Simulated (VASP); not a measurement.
# CuO (P4/mmm) in VASP: further runs

Aim: see how the results for CuO move with the level of theory and the settings. Levels: LDA, r2SCAN. Tasks: single point, relaxation of cell and atoms.

All numbers are computed with VASP 6.6.1; they aren't measurements. Logs are shortened: lines on timing, memory, paths and dates and some standing lists are left out, and cuts for length are marked.

### Step 1. The cell of the first run

Symmetry: P4/mmm, No. 123, tetragonal system. Conventional cell: a = 4.161 Å, b = 4.161 Å, c = 3.888 Å, α = 90.00°, β = 90.00°, γ = 90.00°. Cu (site symmetry mmm) has 4 O at 1.94 to 2.08 Å within 2.6 Å. Within 2.6 Å of Cu (site symmetry 4/mmm) lie 6 O at 1.94 to 2.08 Å. O (site symmetry 4/mmm) has 6 Cu at 1.94 to 2.08 Å within 2.6 Å. O (site symmetry mmm) has 4 Cu at 1.94 to 2.08 Å within 2.6 Å.

### Step 2. Single point, LDA

Input file INCAR:

```
SYSTEM = CuO
PREC     = Accurate       ! precision mode
ENCUT    = 520            ! plane-wave cutoff, eV
EDIFF    = 1E-6           ! SCF threshold, eV
ISMEAR   = -1             ! smearing method
SIGMA    = 0.05           ! smearing width, eV
LREAL    = .FALSE.        ! projectors in reciprocal space
LASPH    = .TRUE.         ! aspherical terms in the spheres
NELM     = 100            ! most SCF steps
ALGO     = Normal         ! electronic algorithm
ISIF     = 2              ! what is computed and relaxed
LWAVE    = .FALSE.        ! write WAVECAR
LCHARG   = .FALSE.        ! write CHGCAR
GGA      = CA             ! functional
NBANDS   = 34             ! bands
```

Input file KPOINTS:

```
Automatic mesh
0
G
  7 7 7
  0 0 0
```

Input file POSCAR:

```
CuO
1.0
    4.1609370000      0.0000000000      0.0000000000
    0.0000000000      4.1609370000      0.0000000000
    0.0000000000      0.0000000000      3.8876430000
Cu O
3 3
Direct
    0.5000000000      0.0000000000      0.5000000000
    0.0000000000      0.5000000000      0.5000000000
    0.0000000000      0.0000000000      0.0000000000
    0.0000000000      0.0000000000      0.5000000000
    0.5000000000      0.0000000000      0.0000000000
    0.0000000000      0.5000000000      0.0000000000
```

Potentials or basis: VASP PAW LDA potentials, release 64 (Cu, O).

Launch:

```
$ cat potpaw_LDA.64/Cu/POTCAR potpaw_LDA.64/O/POTCAR > POTCAR
$ mpirun -np 1 vasp_std > vasp.out
```

OUTCAR:

```text
SYSTEM = CuO
   PREC = Accurate
   ENCUT = 520
   EDIFF = 1E-6
   ISMEAR = -1
   LREAL = .FALSE.
   LASPH = .TRUE.
   NELM = 100
   ISIF = 2
   GGA = CA

 ion  position               nearest neighbor table
   1  0.500  0.000  0.500-   5 1.94   5 1.94   4 2.08   4 2.08
   2  0.000  0.500  0.500-   6 1.94   6 1.94   4 2.08   4 2.08
   3  0.000  0.000  0.000-   4 1.94   4 1.94   6 2.08   5 2.08   6 2.08   5 2.08
   4  0.000  0.000  0.500-   3 1.94   3 1.94   1 2.08   2 2.08   2 2.08   1 2.08
   5  0.500  0.000  0.000-   1 1.94   1 1.94   3 2.08   3 2.08
   6  0.000  0.500  0.000-   2 1.94   2 1.94   3 2.08   3 2.08

  LATTYP: Found a simple tetragonal cell.
 ALAT       =     4.1609370000
 C/A-ratio  =     0.9343191209

  Lattice vectors:

 A1 = (   4.1609370000,   0.0000000000,   0.0000000000)
 A2 = (   0.0000000000,   4.1609370000,   0.0000000000)
 A3 = (   0.0000000000,   0.0000000000,   3.8876430000)

Analysis of symmetry for initial positions (statically):
=====================================================================
 Subroutine PRICEL returns:
 Original cell was already a primitive cell.

 Routine SETGRP: Setting up the symmetry group for a
 simple tetragonal supercell.

 Subroutine GETGRP returns: Found 16 space group operations
 (whereof 16 operations were pure point group operations)
 out of a pool of 16 trial point group operations.

The static configuration has the point symmetry D_4h.

Analysis of symmetry for dynamics (positions and initial velocities):
=====================================================================
 Subroutine PRICEL returns:
 Original cell was already a primitive cell.

 Routine SETGRP: Setting up the symmetry group for a
 simple tetragonal supercell.

 Subroutine GETGRP returns: Found 16 space group operations
 (whereof 16 operations were pure point group operations)
 out of a pool of 16 trial point group operations.

The dynamic configuration has the point symmetry D_4h.

 Subroutine INISYM returns: Found 16 space group operations
 (whereof 16 operations are pure point group operations),
 and found     1 'primitive' translations

----------------------------------------------------------------------------------------

                                     Primitive cell

  volume of cell :      67.3083

  direct lattice vectors                    reciprocal lattice vectors
     4.160937000  0.000000000  0.000000000     0.240330483  0.000000000  0.000000000
     0.000000000  4.160937000  0.000000000     0.000000000  0.240330483  0.000000000
     0.000000000  0.000000000  3.887643000     0.000000000  0.000000000  0.257225265

  length of vectors
     4.160937000  4.160937000  3.887643000     0.240330483  0.240330483  0.257225265

  position of ions in fractional coordinates (direct lattice)
     0.500000000  0.000000000  0.500000000
     0.000000000  0.500000000  0.500000000
     0.000000000  0.000000000  0.000000000
     0.000000000  0.000000000  0.500000000
     0.500000000  0.000000000  0.000000000
     0.000000000  0.500000000  0.000000000

  ion indices of the primitive-cell ions
   primitive index   ion index
                 1           1
                 2           2
                 3           3
                 4           4
                 5           5
                 6           6

----------------------------------------------------------------------------------------

 KPOINTS: Automatic mesh

Automatic generation of k-mesh.
 Grid dimensions read from file:
 generate k-points for:    7    7    7

 Generating k-lattice:

  Cartesian coordinates                     Fractional coordinates (reciprocal lattice)
     0.034332926  0.000000000  0.000000000     0.142857143  0.000000000  0.000000000
     0.000000000  0.034332926  0.000000000     0.000000000  0.142857143  0.000000000
     0.000000000  0.000000000  0.036746466     0.000000000  0.000000000  0.142857143

  Length of vectors
     0.034332926  0.034332926  0.036746466

  Shift w.r.t. Gamma in fractional coordinates (k-lattice)
     0.000000000  0.000000000  0.000000000

 Subroutine IBZKPT returns following result:
 ===========================================

 Found     40 irreducible k-points:

 Following reciprocal coordinates:
            Coordinates               Weight
  0.000000  0.000000  0.000000      1.000000
  0.142857  0.000000  0.000000      4.000000
  0.285714  0.000000  0.000000      4.000000
  0.428571  0.000000  0.000000      4.000000
  0.142857  0.142857  0.000000      4.000000
  0.285714  0.142857  0.000000      8.000000
[... 16 lines left out ...]
  0.285714  0.000000  0.285714      8.000000
  0.428571  0.000000  0.285714      8.000000
 [... further k-points ...]
   k-points           NKPTS =     40   k-points in BZ     NKDIM =     40   number of bands    NBANDS=     34
   number of dos      NEDOS =    301   number of ions     NIONS =      6
   total plane-waves  NPLWV =  30720
   dimension x,y,z NGX =    32 NGY =   32 NGZ =   30
   dimension x,y,z NGXF=    64 NGYF=   64 NGZF=   60
   ions per type =               3   3
   NGX,Y,Z   is equivalent  to a cutoff of  12.79, 12.79, 12.83 a.u.
   NGXF,Y,Z  is equivalent  to a cutoff of  25.57, 25.57, 25.66 a.u.
 SYSTEM =  CuO
   PREC   = accura    normal or accurate (medium, high low for compatibility)
   ISTART =      0    job   : 0-new  1-cont  2-samecut
   ICHARG =      2    charge: 1-file 2-atom 10-const
   ISPIN  =      1    spin polarized calculation?
   LNONCOLLINEAR =      F non collinear calculations
   LSORBIT =      F    spin-orbit coupling
   LASPH  =      T    aspherical Exc in radial PAW
   ENCUT  =  520.0 eV  38.22 Ry    6.18 a.u.   7.74  7.74  7.23*2*pi/ulx,y,z
   NELM   =    100;   NELMIN=  2; NELMDL= -5     # of ELM steps
   EDIFF  = 0.1E-05   stopping-criterion for ELM
   LREAL  =      F    real-space projection
   EDIFFG = 0.1E-04   stopping-criterion for IOM
   NSW    =      0    number of steps for IOM
   IBRION =     -1    ionic relax: 0-MD 1-quasi-New 2-CG
   NFREE  =      0    steps in history (QN), initial steepest desc. (CG)
   ISIF   =      2    stress and relaxation
   ISYM   =      2    0-nonsym 1-usesym 2-fastsym
   POTIM  = 0.5000    time-step for ionic-motion
   TEBEG  =    0.0;   TEEND  =   0.0 temperature during run
   PSTRESS=    0.0 pullay stress
   NELECT =      51.0000    total number of electrons
   NUPDOWN=      -1.0000    fix difference up-down
   EMIN   =  10.00;   EMAX   =-10.00  energy-range for DOS
   EFERMI =   0.00;   METHOD = LEGACY
   ISMEAR =    -1;   SIGMA  =   0.05  broadening in eV -4-tet -1-fermi 0-gaus
   EFERMI_NEDOS =   21; number of points for ismear=-14 and -15
   IALGO  =     38    algorithm
   IMIX   =      4    mixing-type and parameters
     AMIX     =   0.40;   BMIX     =  1.00
     AMIX_MAG =   1.60;   BMIX_MAG =  1.00
  volume/ion in A,a.u.               =      11.22        75.70
  Fermi-wavevector in a.u.,A,eV,Ry     =   1.492481  2.820379 30.306951  2.227498
  Thomas-Fermi vector in A             =   2.605003
   LORBIT       =      0    0 simple, 1 ext, 2 COOP (PROOUT), +10 PAW based schemes
   GGA     = CA    functional components
   LHFCALC =     F    Hartree Fock is set to
   AEXX    =    0.0000 exact exchange contribution
   IVDW    =     0    specifies the selected vdW correction
   LEPSILON=     F    determine dielectric tensor
   LRPA    =     F    only Hartree local field effects (RPA)
 non-spin polarized calculation
  energy-cutoff  :      520.00
  volume of cell :       67.31
 maximum number of plane-waves:      1831
 NGX is ok and might be reduce to    32
   NGX = 15   NGY = 15   NGZ = 15

 number of electron      51.0000005 magnetization

 Free energy of the ion-electron system (eV)
  ---------------------------------------------------
  ext. energy  EPLUGINS =         0.00000000
  ---------------------------------------------------
  free energy    TOTEN  =       -33.15941643 eV

  energy without entropy =      -33.12664557  energy(sigma->0) =      -33.14303100

 E-fermi :   3.8070     XC(G=0): -11.7058

 val. band max:        3.7930144330   @ k =   0.1429   0.1429   0.4286
 cond. band min:       3.8146798185   @ k =   0.4286   0.2857   0.4286
 fundamental gap:      0.0216653855
 Fermi energy:         3.8069638150

 k-point     1 :       0.0000    0.0000    0.0000
  band No.  band energies     occupation
      1     -15.6549      2.00000
      2     -13.6290      2.00000
      3     -13.1956      2.00000
      4      -2.1139      2.00000
      5      -1.9617      2.00000
      6      -1.9617      2.00000
[... 26 lines left out ...]
     33      14.6962      0.00000
     34      15.3684      0.00000

 k-point     2 :       0.1429    0.0000    0.0000
  band No.  band energies     occupation
      1     -15.6154      2.00000
      2     -13.6132      2.00000
      3     -13.2238      2.00000
      4      -2.1173      2.00000
      5      -2.0898      2.00000
      6      -1.9637      2.00000
[... 26 lines left out ...]
     33      15.2783      0.00000
     34      15.3729      0.00000

 k-point     3 :       0.2857    0.0000    0.0000
  band No.  band energies     occupation
      1     -15.5225      2.00000
      2     -13.5705      2.00000
      3     -13.2998      2.00000
      4      -2.3839      2.00000
      5      -2.0273      2.00000
      6      -1.9685      2.00000
[... 26 lines left out ...]
     33      15.3836      0.00000
     34      16.1079      0.00000
[... 704 lines left out ...]
 k-point    23 :       0.2857    0.0000    0.2857
  band No.  band energies     occupation
      1     -15.3032      2.00000
      2     -13.5565      2.00000
      3     -13.1605      2.00000
      4      -3.1001      2.00000
      5      -2.5718      2.00000
      6      -1.9085      2.00000
[... 26 lines left out ...]
     33      14.0328      0.00000
     34      16.1552      0.00000

 k-point    24 :       0.4286    0.0000    0.2857
  band No.  band energies     occupation
      1     -15.2436      2.00000
      2     -13.4285      2.00000
      3     -13.2818      2.00000
      4      -3.1800      2.00000
      5      -2.9898      2.00000
      6      -1.9353      2.00000
[... 26 lines left out ...]
     33      14.7881      0.00000
     34      15.9168      0.00000

 [... further k-points ...]

------------------------ aborting loop because EDIFF is reached ----------------------------------------

  FORCE on cell =-STRESS in cart. coord.  units (eV):
  Direction    XX          YY          ZZ          XY          YZ          ZX
  --------------------------------------------------------------------------------------
  -------------------------------------------------------------------------------------
  Total       -3.6569099     -3.6569099     -6.3196629      0.0000000     -0.0000000      0.0000000
  in kB      -87.0474758    -87.0474758   -150.4304780      0.0000000     -0.0000000      0.0000000
  external PRESSURE =    -108.1751432 kB  Pullay stress =       0.0000000 kB

 VOLUME and BASIS-vectors are now :
 -----------------------------------------------------------------------------
  energy-cutoff  :      520.00
  volume of cell :       67.31
      direct lattice vectors                 reciprocal lattice vectors
     4.160937000  0.000000000  0.000000000     0.240330483  0.000000000  0.000000000
     0.000000000  4.160937000  0.000000000     0.000000000  0.240330483  0.000000000
     0.000000000  0.000000000  3.887643000     0.000000000  0.000000000  0.257225265

 POSITION                                       TOTAL-FORCE (eV/Angst)
 -----------------------------------------------------------------------------------
      2.08047      0.00000      1.94382         0.000000      0.000000      0.000000
      0.00000      2.08047      1.94382         0.000000      0.000000      0.000000
      0.00000      0.00000      0.00000         0.000000      0.000000      0.000000
      0.00000      0.00000      1.94382         0.000000      0.000000      0.000000
      2.08047      0.00000      0.00000         0.000000      0.000000      0.000000
      0.00000      2.08047      0.00000         0.000000      0.000000      0.000000
 -----------------------------------------------------------------------------------
    total drift:                                0.000000      0.000000     -0.000000

  FREE ENERGIE OF THE ION-ELECTRON SYSTEM (eV)
  ---------------------------------------------------
  free  energy   TOTEN  =       -33.1594164332 eV

  energy  without entropy=      -33.1266455713  energy(sigma->0) =      -33.14303100
```

Run time: 72 s. Hardware: 1 thread of AMD EPYC 9R45 (Zen 5), shared host; peak memory 0.17 GiB.

What came out:

| Property | Result |
| --- | --- |
| Free energy | -33.1594 eV |
| Pressure | -10.8 GPa |

Levels at points of the mesh, in eV from the Fermi level:
```
           k point  band 23  band 24  band 25  band 26  band 27  band 28  band 29  band 30
(0.00, 0.00, 0.00)    -1.55    -1.52    -1.43    -1.43    -1.42     1.29     5.98     7.45
```

Caveat: an odd number of electrons without spin polarisation forces a metal; a magnetic or distorted state may lie lower; semilocal functionals often make such compounds metallic where correlation or magnetic order opens a gap, which also shifts bond lengths. With open d or f shells a metallic result of LDA can be an artefact of self-interaction; +U or a hybrid may open a gap.

### Step 3. Single point, r2SCAN

POSCAR is that of step 2.

Input file INCAR.step1:

```
SYSTEM = CuO
PREC     = Accurate       ! precision mode
ENCUT    = 520            ! plane-wave cutoff, eV
ISMEAR   = -1             ! smearing method
SIGMA    = 0.05           ! smearing width, eV
LREAL    = .False.        ! projectors in reciprocal space
LASPH    = .True.         ! aspherical terms in the spheres
NELM     = 80             ! most SCF steps
NBANDS   = 34             ! bands
GGA      = PE             ! functional
ALGO     = Normal         ! electronic algorithm
EDIFF    = 1E-4           ! SCF threshold, eV
LWAVE    = .True.         ! write WAVECAR
LCHARG   = .False.        ! write CHGCAR
```

Input file INCAR.step2:

```
SYSTEM = CuO
PREC     = Accurate       ! precision mode
ENCUT    = 520            ! plane-wave cutoff, eV
EDIFF    = 1E-6           ! SCF threshold, eV
ISMEAR   = -1             ! smearing method
SIGMA    = 0.05           ! smearing width, eV
LREAL    = .False.        ! projectors in reciprocal space
LASPH    = .True.         ! aspherical terms in the spheres
NELM     = 80             ! most SCF steps
ALGO     = Normal         ! electronic algorithm
ISIF     = 2              ! what is computed and relaxed
LWAVE    = .False.        ! write WAVECAR
LCHARG   = .False.        ! write CHGCAR
METAGGA  = R2SCAN         ! meta-GGA
LMIXTAU  = .True.       
NBANDS   = 34             ! bands
ISTART   = 1
```

Input file KPOINTS:

```
regular mesh
0
Gamma
  7 7 7
  0 0 0
```

Potentials or basis: VASP PAW PBE potentials, release 64 (Cu, O).

Launch:

```
$ cat potpaw_PBE.64/Cu/POTCAR potpaw_PBE.64/O/POTCAR > POTCAR
$ cp INCAR.step1 INCAR
$ mpirun -np 1 vasp_std > vasp.out
$ cp INCAR.step2 INCAR
$ mpirun -np 1 vasp_std > vasp.out
```

It took 4.7 min on 1 thread of AMD EPYC 9R45 (Zen 5), shared host; peak memory 0.19 GiB.

The run converged. Its results:

```yaml
Free_energy: -53.0981 eV
Pressure: -4.0 GPa
```

Stress tensor (GPa, compression positive):
```
-3.26  0.00  0.00
 0.00 -3.26  0.00
 0.00  0.00 -5.59
```

Levels at points of the mesh, in eV from the Fermi level:
| k point | band 24 | band 25 | band 26 | band 27 | band 28 | band 29 |
| --- | --- | --- | --- | --- | --- | --- |
| (0.00, 0.00, 0.00) | -1.56 | -1.56 | -1.47 | -1.38 | 1.66 | 6.77 |

Caveat: the PAW data sets were made with another functional, which shifts forces and pressure a little; an odd number of electrons without spin polarisation forces a metal; a magnetic or distorted state may lie lower; semilocal functionals often make such compounds metallic where correlation or magnetic order opens a gap, which also shifts bond lengths. With open d or f shells a metallic result of r2SCAN can be an artefact of self-interaction; +U or a hybrid may open a gap.

(Part 1 of 2 ends here.)
